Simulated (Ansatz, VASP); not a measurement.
One calculation of Li2TaO3, two programs

```xyz
6
Lattice="4.6321 0.0000 0.0000 -2.3160 4.0115 0.0000 0.0000 0.0000 3.6027" Properties=species:S:1:pos:R:3 pbc="T T T"
Li    2.3160    1.3372    0.0000
Li    0.0000    2.6743    0.0000
Ta    0.0000    0.0000    0.0000
O     2.3160    0.0000    1.8013
O     1.1580    2.0057    1.8013
O    -1.1580    2.0057    1.8013
```

Change from the starting cell: species swapped into the CeAl3Pd2 type (P6/mmm, No. 191).

Alike in both runs: task single point; functional PBE; k mesh 6 × 6 × 6; occupations gaussian, width 0.1 eV; collinear spin.

|  | VASP | Ansatz |
| --- | --- | --- |
| version | VASP 6.6.1 | Ansatz 0.2.0 |
| potentials or method | VASP PAW PBE potentials, release 64 (Li_sv, Ta_pv, O), cutoff 520 eV | scalar-relativistic, plane waves, PAW |
| valence electrons in the cell | 35 | 37 |

VASP gave:

| Quantity | Value |
| --- | --- |
| gap on the k mesh at the Fermi level (eV) | none |
| net moment per atom (μB) | 0.25 |
| size of the moment on the site where the two differ most (μB) | 0.01 |

Problem. Which values does Ansatz return?

Solution. gap on the k mesh at the Fermi level (eV): none; net moment per atom (μB): 0.09; size of the moment on the site where the two differ most (μB): 1.41.

The net moments are unlike, so the other rows may belong to different states. Site moments also hang on the region over which each program counts them. A gap of «none» marks a metal or a gap that the smearing closes. VASP's potentials hold 35 valence electrons a cell and Ansatz's 37, so a difference there can come from the potentials and not from the codes.

Spin-orbit coupling is off throughout. Noted on VASP's run: the cutoff is short for stress, so the pressure is rough.
